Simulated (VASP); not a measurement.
# SiPb (CsCl type) (Pm-3m) in VASP: a series of runs, part 2 of 2

VASP 6.6.1.

## 3. Density of states, PBEsol

This run uses another cell than the first one, of 22.94 Å³/atom, 1.667 times its volume.

Input file POSCAR:

```
SiPb
1.0
    3.5800044896      0.0000000000      0.0000000000
    0.0000000000      3.5800044896      0.0000000000
    0.0000000000      0.0000000000      3.5800044896
Pb Si
1 1
Direct
    0.0000000000      0.0000000000      0.0000000000
    0.5000000000      0.5000000000      0.5000000000
```

Input file INCAR.step1:

```
SYSTEM = SiPb
PREC = Accurate
ENCUT = 520
EDIFF = 1E-7
ISMEAR = -1
SIGMA = 0.08
LREAL = .False.
LASPH = .True.
NELM = 80
ALGO = Normal
ISIF = 2
LWAVE = .False.
LCHARG = .True.
GGA = PS
NBANDS = 16
```

Input file KPOINTS.step1:

```
regular mesh
0
Gamma
  11 11 11
  0 0 0
```

Input file INCAR.step2:

```
SYSTEM = SiPb
PREC = Accurate
ENCUT = 520
EDIFF = 1E-7
ISMEAR = -5
SIGMA = 0.08
LREAL = .False.
LASPH = .True.
NELM = 80
ALGO = Normal
ISIF = 2
LWAVE = .False.
LCHARG = .False.
GGA = PS
LORBIT = 11
NEDOS = 2001
ICHARG = 11
```

Input file KPOINTS.step2:

```
regular mesh
0
Gamma
  17 17 17
  0 0 0
```

Potentials or basis: VASP PAW PBE potentials, release 64 (Pb_d, Si).

Started as:

```
$ cat potpaw_PBE.64/Pb_d/POTCAR potpaw_PBE.64/Si/POTCAR > POTCAR
$ cp INCAR.step1 INCAR
$ cp KPOINTS.step1 KPOINTS
$ mpirun -np 1 vasp_std > vasp.out
$ cp INCAR.step2 INCAR
$ cp KPOINTS.step2 KPOINTS
$ mpirun -np 1 vasp_std > vasp.out
```

OUTCAR:

```text
SYSTEM = SiPb
   PREC = Accurate
   ENCUT = 520
   EDIFF = 1E-7
   ISMEAR = -5
   LREAL = .False.
   LASPH = .True.
   NELM = 80
   ISIF = 2
   GGA = PS
   LORBIT = 11
   ICHARG = 11

 ion  position               nearest neighbor table
   1  0.000  0.000  0.000-   2 3.10   2 3.10   2 3.10   2 3.10   2 3.10   2 3.10   2 3.10   2 3.10

   2  0.500  0.500  0.500-   1 3.10   1 3.10   1 3.10   1 3.10   1 3.10   1 3.10   1 3.10   1 3.10

  LATTYP: Found a simple cubic cell.
 ALAT       =     3.5800044896

  Lattice vectors:

 A1 = (   3.5800044896,   0.0000000000,   0.0000000000)
 A2 = (   0.0000000000,   3.5800044896,   0.0000000000)
 A3 = (   0.0000000000,   0.0000000000,   3.5800044896)

Analysis of symmetry for initial positions (statically):
=====================================================================
 Subroutine PRICEL returns:
 Original cell was already a primitive cell.

 Routine SETGRP: Setting up the symmetry group for a
 simple cubic supercell.

 Subroutine GETGRP returns: Found 48 space group operations
 (whereof 48 operations were pure point group operations)
 out of a pool of 48 trial point group operations.

The static configuration has the point symmetry O_h .

[... 179 lines left out ...]
      9       7.2317      2.00000
     10       7.2317      2.11467
     11      11.7744      0.00000
     12      11.7744      0.00000
     13      16.4697      0.00000
[... 354 lines left out ...]
  band No.  band energies     occupation
      1      -9.1758      2.00000
      2      -9.0741      2.00000
      3      -9.0537      2.00000
      4      -9.0017      2.00000
      5      -8.9776      2.00000
      6      -1.9669      2.00000
      7      -0.7036      2.00000
      8       7.7483      1.10460
      9       8.4038     -0.05164
     10       9.8490      0.00000
     11      11.1804      0.00000
     12      11.1993      0.00000
     13      12.0356      0.00000

 [... further k-points ...]
[... 5 lines left out ...]
  --------------------------------------------------------------------------------------
  -------------------------------------------------------------------------------------
  Total       -0.1169034     -0.1169034     -0.1169034     -0.0000000      0.0000000     -0.0000000
  in kB       -4.0821307     -4.0821307     -4.0821307     -0.0000000      0.0000000     -0.0000000
  external PRESSURE =      -4.0821307 kB  Pullay stress =       0.0000000 kB

 VOLUME and BASIS-vectors are now :
 -----------------------------------------------------------------------------
  energy-cutoff  :      520.00
  volume of cell :       45.88
      direct lattice vectors                 reciprocal lattice vectors
     3.580004490  0.000000000  0.000000000     0.279329259  0.000000000  0.000000000
     0.000000000  3.580004490  0.000000000     0.000000000  0.279329259  0.000000000
     0.000000000  0.000000000  3.580004490     0.000000000  0.000000000  0.279329259

 POSITION                                       TOTAL-FORCE (eV/Angst)
 -----------------------------------------------------------------------------------
      0.00000      0.00000      0.00000         0.000000      0.000000      0.000000
      1.79000      1.79000      1.79000         0.000000      0.000000      0.000000
 -----------------------------------------------------------------------------------
    total drift:                               -0.000000     -0.000000     -0.000000

  FREE ENERGIE OF THE ION-ELECTRON SYSTEM (eV)
  ---------------------------------------------------
  free  energy   TOTEN  =        -8.7010828913 eV

  energy  without entropy=       -8.7010828913  energy(sigma->0) =       -8.70108289

 total charge

# of ion       s       p       d       tot
------------------------------------------
    1        1.369   0.775   9.832  11.976
    2        0.901   0.635   0.000   1.537
--------------------------------------------------
tot          2.271   1.410   9.832  13.513
```

OUTCAR.step1:

```text
SYSTEM = SiPb
   PREC = Accurate
   ENCUT = 520
   EDIFF = 1E-7
   ISMEAR = -1
   LREAL = .False.
[... 679 lines left out ...]
      0.00000      0.00000      0.00000         0.000000      0.000000      0.000000
      1.79000      1.79000      1.79000         0.000000      0.000000      0.000000
 -----------------------------------------------------------------------------------
    total drift:                               -0.000000      0.000000     -0.000000

  FREE ENERGIE OF THE ION-ELECTRON SYSTEM (eV)
  ---------------------------------------------------
  free  energy   TOTEN  =        -8.7213309589 eV

  energy  without entropy=       -8.7023858612  energy(sigma->0) =       -8.71185841
```

It took 46 s on 1 thread of Intel Xeon Platinum 8488C (Sapphire Rapids), shared host; peak memory 0.23 GiB.

What came out:

```yaml
Valence_electrons_inside_the_program's_atomic_spheres: Pb 11.98; Si 1.54
```

Levels at points of the mesh, in eV from the Fermi level:
| k point | band 6 | band 7 | band 8 | band 9 | band 10 | band 11 | band 12 | band 13 |
| --- | --- | --- | --- | --- | --- | --- | --- | --- |
| (0.00, 0.00, 0.00) | -12.33 | -2.88 | -0.49 | -0.49 | -0.49 | 4.06 | 4.06 | 8.75 |

Caveat: the bands computed are all filled at some k points, so no gap is given; the PAW data sets were made with another functional, which shifts forces and pressure a little; spin-orbit coupling is left out, which moves the levels of the heavy elements.

## 4. Density of states, PBEsol (volume scaled by 0.6)

Input file POSCAR:

```
SiPb
1.0
    3.0194927285      0.0000000000      0.0000000000
    0.0000000000      3.0194927285      0.0000000000
    0.0000000000      0.0000000000      3.0194927285
Pb Si
1 1
Direct
    0.0000000000      0.0000000000      0.0000000000
    0.5000000000      0.5000000000      0.5000000000
```

Input file INCAR.step1:

```
PREC     = Accurate       # precision mode
ENCUT    = 520            # plane-wave cutoff, eV
EDIFF    = 1E-7           # SCF threshold, eV
ISMEAR   = -1             # smearing method
SIGMA    = 0.08           # smearing width, eV
LREAL    = F              # projectors in reciprocal space
LASPH    = T              # aspherical terms in the spheres
NELM     = 80             # most SCF steps
ALGO     = Normal         # electronic algorithm
ISIF     = 2              # what is computed and relaxed
LWAVE    = F              # write WAVECAR
LCHARG   = T              # write CHGCAR
GGA      = PS             # functional
NBANDS   = 16             # bands
```

Input file KPOINTS.step1:

```
Automatic mesh
0
Gamma
  11 11 11
```

Input file INCAR.step2:

```
PREC     = Accurate       # precision mode
ENCUT    = 520            # plane-wave cutoff, eV
EDIFF    = 1E-7           # SCF threshold, eV
ISMEAR   = -5             # smearing method
SIGMA    = 0.08           # smearing width, eV
LREAL    = F              # projectors in reciprocal space
LASPH    = T              # aspherical terms in the spheres
NELM     = 80             # most SCF steps
ALGO     = Normal         # electronic algorithm
ISIF     = 2              # what is computed and relaxed
LWAVE    = F              # write WAVECAR
LCHARG   = F              # write CHGCAR
GGA      = PS             # functional
LORBIT   = 11             # projections on sites
NEDOS    = 2001           # points of the DOS
ICHARG   = 11             # starting density
```

Input file KPOINTS.step2:

```
Automatic mesh
0
Gamma
  17 17 17
```

Potentials or basis: VASP PAW PBE potentials, release 64 (Pb_d, Si).

Started as:

```
$ cat potpaw_PBE.64/Pb_d/POTCAR potpaw_PBE.64/Si/POTCAR > POTCAR
$ cp INCAR.step1 INCAR
$ cp KPOINTS.step1 KPOINTS
$ mpirun -np 1 vasp_std > vasp.out
$ cp INCAR.step2 INCAR
$ cp KPOINTS.step2 KPOINTS
$ mpirun -np 1 vasp_std > vasp.out
```

OUTCAR:

```text
PREC = Accurate
   ENCUT = 520
   EDIFF = 1E-7
   ISMEAR = -5
   LREAL = F
   LASPH = T
   NELM = 80
   ISIF = 2
   GGA = PS
   LORBIT = 11
   ICHARG = 11

 ion  position               nearest neighbor table
   1  0.000  0.000  0.000-   2 2.61   2 2.61   2 2.61   2 2.61   2 2.61   2 2.61   2 2.61   2 2.61

   2  0.500  0.500  0.500-   1 2.61   1 2.61   1 2.61   1 2.61   1 2.61   1 2.61   1 2.61   1 2.61

  LATTYP: Found a simple cubic cell.
 ALAT       =     3.0194927285

  Lattice vectors:

 A1 = (   3.0194927285,   0.0000000000,   0.0000000000)
 A2 = (   0.0000000000,   3.0194927285,   0.0000000000)
 A3 = (   0.0000000000,   0.0000000000,   3.0194927285)

Analysis of symmetry for initial positions (statically):
=====================================================================
 Subroutine PRICEL returns:
 Original cell was already a primitive cell.

 Routine SETGRP: Setting up the symmetry group for a
 simple cubic supercell.

 Subroutine GETGRP returns: Found 48 space group operations
 (whereof 48 operations were pure point group operations)
 out of a pool of 48 trial point group operations.

The static configuration has the point symmetry O_h .

Analysis of symmetry for dynamics (positions and initial velocities):
=====================================================================
 Subroutine PRICEL returns:
 Original cell was already a primitive cell.

 Routine SETGRP: Setting up the symmetry group for a
 simple cubic supercell.

 Subroutine GETGRP returns: Found 48 space group operations
 (whereof 48 operations were pure point group operations)
 out of a pool of 48 trial point group operations.

The dynamic configuration has the point symmetry O_h .

 Subroutine INISYM returns: Found 48 space group operations
 (whereof 48 operations are pure point group operations),
 and found     1 'primitive' translations

[... 122 lines left out ...]
   LHFCALC =     F    Hartree Fock is set to
   AEXX    =    0.0000 exact exchange contribution
   IVDW    =     0    specifies the selected vdW correction
   LEPSILON=     F    determine dielectric tensor
   LRPA    =     F    only Hartree local field effects (RPA)
 non-spin polarized calculation
 Fermi weights with tetrahedron method with Bloechl corrections
  energy-cutoff  :      520.00
  volume of cell :       27.53
 maximum number of plane-waves:       752
 NGX is ok and might be reduce to    24

 number of electron      18.0000004 magnetization

 Free energy of the ion-electron system (eV)
  ---------------------------------------------------
  ext. energy  EPLUGINS =         0.00000000
  ---------------------------------------------------
  free energy    TOTEN  =        -5.12584229 eV

  energy without entropy =       -5.12584229  energy(sigma->0) =       -5.12584229

 E-fermi :  15.5466     XC(G=0): -13.1405

 val. band max:       15.5771315635   @ k =   0.1765   0.1765   0.0000
 cond. band min:      15.3806675966   @ k =   0.3529   0.2941   0.1765
 fundamental gap:     -0.1964639669
 Fermi energy:        15.5465897640

 k-point     1 :       0.0000    0.0000    0.0000
  band No.  band energies     occupation
      1      -3.0980      2.00000
      2      -3.0980      2.00000
      3      -2.0348      2.00000
      4      -2.0291      2.00000
      5      -2.0291      2.00000
      6      -2.0291      2.00000
      7      14.2141      2.00000
      8      14.2141      2.00000
      9      14.2141      2.00000
     10      16.8185      0.00000
     11      19.2326      0.00000
     12      19.2326      0.00000
     13      30.3615      0.00000
[... 354 lines left out ...]
  band No.  band energies     occupation
      1      -2.9229      2.00000
      2      -2.5524      2.00000
      3      -2.4605      2.00000
      4      -2.4143      2.00000
      5      -2.0331      2.00000
      6       2.6025      2.00000
      7       3.8848      2.00000
      8      16.0385      0.40518
      9      16.9760     -0.07831
     10      18.8417      0.00000
     11      19.8981      0.00000
     12      19.9098      0.00000
     13      22.4905      0.00000

 [... further k-points ...]
[... 5 lines left out ...]
  --------------------------------------------------------------------------------------
  -------------------------------------------------------------------------------------
  Total       17.5175780     17.5175780     17.5175780      0.0000000      0.0000000     -0.0000000
  in kB     1019.4893115   1019.4893115   1019.4893115      0.0000000      0.0000000     -0.0000000
  external PRESSURE =    1019.4893115 kB  Pullay stress =       0.0000000 kB

 VOLUME and BASIS-vectors are now :
 -----------------------------------------------------------------------------
  energy-cutoff  :      520.00
  volume of cell :       27.53
      direct lattice vectors                 reciprocal lattice vectors
     3.019492728  0.000000000  0.000000000     0.331181457  0.000000000  0.000000000
     0.000000000  3.019492728  0.000000000     0.000000000  0.331181457  0.000000000
     0.000000000  0.000000000  3.019492728     0.000000000  0.000000000  0.331181457

 POSITION                                       TOTAL-FORCE (eV/Angst)
 -----------------------------------------------------------------------------------
      0.00000      0.00000      0.00000         0.000000      0.000000      0.000000
      1.50975      1.50975      1.50975         0.000000      0.000000      0.000000
 -----------------------------------------------------------------------------------
    total drift:                               -0.000000      0.000000      0.000000

  FREE ENERGIE OF THE ION-ELECTRON SYSTEM (eV)
  ---------------------------------------------------
  free  energy   TOTEN  =        -5.1258422891 eV

  energy  without entropy=       -5.1258422891  energy(sigma->0) =       -5.12584229

 total charge

# of ion       s       p       d       tot
------------------------------------------
    1        1.348   1.284   9.975  12.606
    2        0.901   0.889   0.000   1.789
--------------------------------------------------
tot          2.249   2.172   9.975  14.396
```

OUTCAR.step1:

```text
PREC = Accurate
   ENCUT = 520
   EDIFF = 1E-7
   ISMEAR = -1
   LREAL = F
[... 679 lines left out ...]
      0.00000      0.00000      0.00000         0.000000      0.000000      0.000000
      1.50975      1.50975      1.50975         0.000000      0.000000      0.000000
 -----------------------------------------------------------------------------------
    total drift:                               -0.000000      0.000000      0.000000

  FREE ENERGIE OF THE ION-ELECTRON SYSTEM (eV)
  ---------------------------------------------------
  free  energy   TOTEN  =        -5.1112769512 eV

  energy  without entropy=       -5.0874899621  energy(sigma->0) =       -5.09938346
```

Wall time 29 s (1 thread of Intel Xeon 6975P-C, shared host); peak memory 0.18 GiB.

What came out:

* Valence electrons inside the program's atomic spheres: Pb 12.61; Si 1.79

Caveat: the cell differs from its parent crystal (volume scaled by 0.6); the bands computed are all filled at some k points, so no gap is given; the PAW data sets were made with another functional, which shifts forces and pressure a little; spin-orbit coupling is left out, which moves the levels of the heavy elements.
